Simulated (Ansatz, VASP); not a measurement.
# Two plane-wave programs on Ta

```
CELL_PARAMETERS angstrom
-1.65128 1.65128 1.71320
1.65128 -1.65128 1.71320
1.65128 1.65128 -1.71320
ATOMIC_POSITIONS crystal
Ta 0.00000 0.00000 0.00000
```

Change from the starting cell: strain +0.0375 x Voigt [0, 0, 1, 0, 0, 0], atoms carried along.

Alike in both runs: task single point; functional r2SCAN; k mesh 20 × 20 × 20; occupations gaussian, width 0.15 eV; no spin polarisation.

|  | VASP | Ansatz |
| --- | --- | --- |
| version | VASP 6.6.1 | Ansatz 0.2.0 |
| potentials or method | VASP PAW PBE potentials, release 64 (Ta_pv), cutoff 520 eV | scalar-relativistic, plane waves, PAW |
| valence electrons in the cell | 11 | 13 |

|  | VASP | Ansatz | Ansatz less VASP |
| --- | --- | --- | --- |
| gap on the k mesh at the Fermi level (eV) | none | none | - |
| pressure (GPa) | -5.9 | -6.4 | -0.54 |
| traceless stress, the component that is largest in VASP (GPa) | -2.46 | -2.47 | -0.012 |

VASP's potentials were made for PBE, not for r2SCAN. A gap of «none» marks a metal or a gap that the smearing closes. VASP's potentials hold 11 valence electrons a cell and Ansatz's 13, so a difference there can come from the potentials and not from the codes.

Neither program's run includes spin-orbit coupling.
